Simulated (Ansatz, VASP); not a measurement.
# In2As2F: VASP beside Ansatz

```xyz
5
Lattice="4.3221 0.0000 0.0000 -2.1610 3.7430 0.0000 0.0000 0.0000 21.7387" Properties=species:S:1:pos:R:3 pbc="T T T"
As    0.0000    0.0000    4.0000
As    0.0000    2.4953    7.7327
In    0.0000    2.4953    4.8822
In    2.1610    1.2477    8.4387
F     3.6017    2.0795   10.9387
```

Alike in both runs: task single point; functional PBE; dispersion D3(BJ); k mesh 6 × 6 × 1; occupations gaussian, width 0.1 eV; no spin polarisation.

|  | VASP | Ansatz |
| --- | --- | --- |
| version | VASP 6.6.1 | Ansatz 0.2.0 |
| potentials or method | VASP PAW PBE potentials, release 64 (As, In_d, F), cutoff 520 eV | scalar-relativistic, plane waves, PAW |
| valence electrons in the cell | 43 | 63 |

```csv
,VASP,Ansatz,Ansatz less VASP
gap on the k mesh at the Fermi level (eV),none,none,-
rms of the force components (eV/Å),0.624,0.624,+0.0003
```

A gap of «none» marks a metal or a gap that the smearing closes. VASP's potentials hold 43 valence electrons a cell and Ansatz's 63, so a difference there can come from the potentials and not from the codes.
